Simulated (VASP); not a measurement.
A run of VASP 6.6.1 is set up as follows.

File INCAR:

```
SYSTEM = SrLiH3
PREC = Accurate
ENCUT = 520
EDIFF = 1E-7
ISMEAR = 0
SIGMA = 0.05
LREAL = .FALSE.
LASPH = .TRUE.
NELM = 80
ALGO = Normal
ISIF = 2
LWAVE = .FALSE.
LCHARG = .FALSE.
GGA = PE
NBANDS = 16
```

Contents of KPOINTS:

```
Automatic mesh
0
G
  6 6 6
  0 0 0
```

The input POSCAR:

```
SrLiH3
1.0
    4.6307910000      0.0000000000      0.0115769775
    0.0000000000      4.6307910000      0.0000000000
    0.0115769775      0.0000000000      4.6307910000
Li Sr H
1 1 3
Direct
    0.0000000000      0.0000000000      0.0000000000
    0.5000000000      0.5000000000      0.5000000000
    0.0000000000      0.5000000000      0.5000000000
    0.5000000000      0.0000000000      0.5000000000
    0.5000000000      0.5000000000      0.0000000000
```

Potentials or basis: VASP PAW PBE potentials, release 64 (Li_sv, Sr_sv, H).

Launch:

```bash
$ cat potpaw_PBE.64/Li_sv/POTCAR potpaw_PBE.64/Sr_sv/POTCAR potpaw_PBE.64/H/POTCAR > POTCAR
$ mpirun -np 1 vasp_std > vasp.out
```

(1) Predict the band gap on the k mesh.

Results:

(1) 1.82 eV (least direct gap 2.24 eV).

Caveat: the cell differs from its parent crystal (strain +0.0050 x Voigt [0, 0, 0, 0, 1, 0]).
